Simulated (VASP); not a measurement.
Crystal: Te.

```
Te
1.0
    -3.65994    3.65994    2.53429
     3.65994   -3.65994    2.53429
     3.65994    3.65994   -2.53429
Te
6
Direct
  0.00000 0.00000 0.00000
  0.75000 0.25000 0.50000
  0.37500 0.62500 0.75000
  0.37500 0.12500 0.75000
  0.37500 0.62500 0.25000
  0.87500 0.62500 0.25000
```

```yaml
Program: VASP 6.6.1
Task: relaxation of cell and atoms
Functional: PBE
Potentials_or_basis: VASP PAW PBE potentials, release 64 (Te)
Cutoff: 600 eV
k_mesh: 4 × 4 × 4
Occupations: gaussian, width 0.1 eV
Spin: no spin polarisation
```

At the start: pressure 49.7 GPa; volume 22.63 Å³/atom.

Where does the relaxation end?

Over 10 steps the energy falls by 1358.1 meV/atom and the volume is 32.90 Å³/atom (+45.4 %); space group I4_1/amd (No. 141, to 0.05 Å).

Step by step:
| step | energy change (eV) | largest force (eV/Å) | pressure (GPa) | volume (Å³) |
| --- | --- | --- | --- | --- |
| 1 | 0.0000 | 0.0000 | 49.70 | 135.79 |
| 2 | -4.1927 | 0.0000 | -6.53 | 325.06 |
| 3 | -7.9145 | 0.0000 | -0.70 | 213.12 |
| 4 | -7.9192 | 0.0000 | -0.35 | 211.34 |
| 5 | -7.9199 | 0.0000 | 0.00 | 209.61 |
| 6 | -7.9470 | 0.0000 | -0.05 | 208.97 |
| 7 | -8.0329 | 0.0000 | -0.28 | 206.82 |
| 8 | -8.1391 | 0.0000 | -0.77 | 201.56 |
| 9 | -8.1382 | 0.0000 | 0.81 | 193.12 |
| 10 | -8.1483 | 0.0000 | -0.03 | 197.39 |

Final structure:
```cif
data_structure
_symmetry_space_group_name_H-M 'P 1'
_symmetry_Int_Tables_number 1
_cell_length_a 6.3829
_cell_length_b 6.3829
_cell_length_c 6.3829
_cell_angle_alpha 105.731
_cell_angle_beta 105.731
_cell_angle_gamma 117.243
_cell_volume 197.39
loop_
_atom_site_label
_atom_site_type_symbol
_atom_site_fract_x
_atom_site_fract_y
_atom_site_fract_z
_atom_site_occupancy
Te1 Te 0.00000 0.00000 0.00000 1
Te2 Te 0.75000 0.25000 0.50000 1
Te3 Te 0.37500 0.62500 0.75000 1
Te4 Te 0.37500 0.12500 0.75000 1
Te5 Te 0.37500 0.62500 0.25000 1
Te6 Te 0.87500 0.62500 0.25000 1
```

Caveat: the k points lie up to 0.31 Å⁻¹ apart in the final cell; the volume moved by over 15 % at a fixed basis, so the end points are rough.
